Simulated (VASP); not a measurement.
Input of a VASP 6.6.1 run:

Contents of INCAR:

```
SYSTEM = BN
PREC = Accurate
ENCUT = 520
EDIFF = 1E-7
ISMEAR = 0
SIGMA = 0.02
LREAL = .False.
LASPH = .True.
NELM = 60
ALGO = Normal
ISIF = 2
LWAVE = .False.
LCHARG = .False.
GGA = PE
IVDW = 12
NBANDS = 11
```

KPOINTS

```
Automatic mesh
0
Gamma
  12 12 12
  0 0 0
```

Contents of POSCAR:

```
BN
1.0
    1.2503260503      0.7218760817      3.1107347512
   -1.2503260503      0.7218760817      3.1107347512
    0.0000000000     -1.4437521634      3.1107347512
B N
1 1
Direct
    0.9998459215      0.9998459215      0.9998459215
    0.3325870785      0.3325870785      0.3325870785
```

Potentials or basis: VASP PAW PBE potentials, release 64 (B, N).

Launch:

```bash
$ cat potpaw_PBE.64/B/POTCAR potpaw_PBE.64/N/POTCAR > POTCAR
$ mpirun -np 1 vasp_std > vasp.out
```

(1) What does it give for the dispersion energy per atom?

(2) Estimate the band gap on the k mesh.

Results:

(1) -0.153 eV.

(2) 4.06 eV (least direct gap 4.73 eV).
